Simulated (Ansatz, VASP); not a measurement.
W2N3: VASP beside Ansatz

```xyz
10
Lattice="2.4605 0.0000 0.0000 -1.2302 2.5069 0.0000 0.0000 0.0000 15.3046" Properties=species:S:1:pos:R:3 pbc="T T T"
W     1.2302    0.8356    2.3668
W     0.0000    1.6713   12.9378
W     0.0000    1.6713   10.0191
W     1.2302    0.8356    5.2855
N     1.2302    0.8356   14.0530
N     0.0000    1.6713    1.2516
N     0.0000    1.6713    6.4007
N     1.2302    0.8356    8.9038
N     1.2302    0.8356   11.4784
N     0.0000    1.6713    3.8261
```

Change from the starting cell: strain -0.1500 x Voigt [1, 0, 0, 0, 0, 0], atoms carried along.

Alike in both runs: task single point; functional PBE; dispersion D3(BJ); k mesh 18 × 18 × 4; occupations gaussian, width 0.15 eV; no spin polarisation.

|  | VASP | Ansatz |
| --- | --- | --- |
| version | VASP 6.6.1 | Ansatz 0.2.0 |
| potentials or method | VASP PAW PBE potentials, release 64 (W_sv, N), cutoff 520 eV | scalar-relativistic, plane waves, PAW |
| valence electrons in the cell | 86 | 86 |

VASP gave:

- gap on the k mesh at the Fermi level (eV): none
- pressure (GPa): 91.1
- traceless stress, the component that is largest in VASP (GPa): 85.15
- rms of the force components (eV/Å): 2.125

**Question.** What did Ansatz give for the same quantities?

**Answer.** gap on the k mesh at the Fermi level (eV): none; pressure (GPa): 87.2; traceless stress, the component that is largest in VASP (GPa): 83.86; rms of the force components (eV/Å): 2.009.

Atom by atom the forces differ by 0.123 eV/Å (rms over components). A gap of «none» marks a metal or a gap that the smearing closes. Both programs put the cell under a high pressure, so it lies far from rest at this level.

Spin-orbit coupling is off throughout. Noted on VASP's run: the cell as given lies far from equilibrium.
